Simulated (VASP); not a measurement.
# Al3Cu2: single point with PBEsol

Al3Cu2:

```xyz
5
Lattice="3.9756 0.0000 0.0000 -1.9878 3.4430 0.0000 0.0000 0.0000 5.0718" Properties=species:S:1:pos:R:3 pbc="T T T"
Al    0.0000    0.0000    0.0000
Al    0.0000    2.2953    1.7804
Al    1.9878    1.1477    3.2914
Cu    0.0000    2.2953    4.2588
Cu    1.9878    1.1477    0.8130
```

This cell differs from its parent crystal: biaxial strain in the a-b plane: -3.0 %.

* Program: VASP 6.6.1
* Task: single point
* Functional: PBEsol
* Potentials or basis: VASP PAW PBE potentials, release 64 (Al, Cu)
* Cutoff: 520 eV
* k mesh: 12 × 12 × 8
* Occupations: gaussian, width 0.1 eV
* Spin: no spin polarisation

The pressure is 6.1 GPa and the largest force is 0.058 eV/Å.

Forces on the atoms (eV/Å):
```
Al   0.000  0.000  0.000
Al   0.000  0.000  0.032
Al   0.000  0.000 -0.032
Cu   0.000  0.000 -0.058
Cu   0.000  0.000  0.058
```

Stress tensor (GPa, compression positive):
```
 9.10  0.00  0.00
 0.00  9.10  0.00
 0.00  0.00 -0.04
```

Levels at points of the mesh, in eV from the Fermi level:
| k point | band 12 | band 13 | band 14 | band 15 | band 16 | band 17 | band 18 | band 19 |
| --- | --- | --- | --- | --- | --- | --- | --- | --- |
| (0.00, 0.00, 0.00) | -3.81 | -3.81 | 0.15 | 0.15 | 1.73 | 1.73 | 3.26 | 3.54 |
| (0.50, 0.00, 0.00) | -4.16 | -3.24 | -2.87 | -2.75 | -0.91 | -0.07 | 0.63 | 2.99 |
| (0.00, 0.00, 0.50) | -4.23 | 1.38 | 1.46 | 1.46 | 1.60 | 1.60 | 2.18 | 2.83 |
| (0.50, 0.00, 0.50) | -4.28 | -4.25 | -3.58 | -1.65 | -0.06 | 1.02 | 1.40 | 4.72 |

Run time: 5 min on 1 thread of Intel(R) Xeon(R) Platinum 8488C (Sapphire Rapids) (shared host), peak memory 0.32 GiB.

Caveat: the cell differs from its parent crystal (biaxial strain in the a-b plane: -3.0 %); the PAW data sets were made with another functional, which shifts forces and pressure a little.
